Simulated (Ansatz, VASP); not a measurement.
## One calculation of CaF, two programs

File INCAR:

```
SYSTEM = CaF
PREC = Accurate
ENCUT = 600
EDIFF = 1E-7
ISMEAR = 0
SIGMA = 0.1
LREAL = .FALSE.
LASPH = .TRUE.
NELM = 120
ALGO = Normal
ISIF = 3
LWAVE = .FALSE.
LCHARG = .FALSE.
GGA = PE
IBRION = 2
NSW = 100
EDIFFG = -0.01
GGA_COMPAT = .FALSE.
NELMIN = 4
```

KPOINTS

```
regular mesh
0
G
  18 18 18
  0 0 0
```

The input POSCAR:

```
CaF
1.0
    0.0000000000      2.6916516700      2.6916516700
    2.6916516700      0.0000000000      2.6916516700
    2.6916516700      2.6916516700      0.0000000000
Ca F
1 1
Direct
    0.5000000000      0.5000000000      0.5000000000
    0.0000000000      0.0000000000      0.0000000000
```

Input for Ansatz:

```yaml
crystal:
  lattice:
    - [0.0, 2.69165167, 2.69165167]
    - [2.69165167, 0.0, 2.69165167]
    - [2.69165167, 2.69165167, 0.0]
  atoms:
    - { symbol: Ca, position: [0.5, 0.5, 0.5] }
    - { symbol: F, position: [0.0, 0.0, 0.0] }
basis:
  ecutwfc: 420
kpoints:
  mp_grid: { grid: [18, 18, 18] }
hamiltonian:
  xc: pbe
scf:
  occupations: { method: gaussian, width: 0.1 }
output:
  forces: true
  stress: true
  eigenvalues: true
  write_density: true
  write_potential: true
  elf: true
  volumetric_format: npy
relax:
  adjacent_minimum: "off"
  f_tol: 0.01
  max_steps: 80
  cell: { stress_tol: 0.05 }
```

Change from the starting cell: species swapped into the LuBi type (Fm-3m, No. 225).

Alike in both runs: task relaxation of cell and atoms; functional PBE; k mesh 18 × 18 × 18; occupations gaussian, width 0.1 eV; no spin polarisation.

|  | VASP | Ansatz |
| --- | --- | --- |
| version | VASP 6.6.1 | Ansatz 0.2.0 |
| potentials or method | VASP PAW PBE potentials, release 64 (Ca_sv, F), cutoff 600 eV | scalar-relativistic, plane waves, PAW |
| valence electrons in the cell | 17 | 17 |

|  | VASP | Ansatz | Ansatz less VASP |
| --- | --- | --- | --- |
| gap on the k mesh at the Fermi level, each at its own relaxed structure (eV) | none | none | - |
| relaxed volume (Å³/atom) | 18.73 | 18.76 | +0.026 |
| relaxed cell length with the largest relative difference (Å) | 3.756 | 3.758 | +0.0018 |

A gap of «none» marks a metal or a gap that the smearing closes.
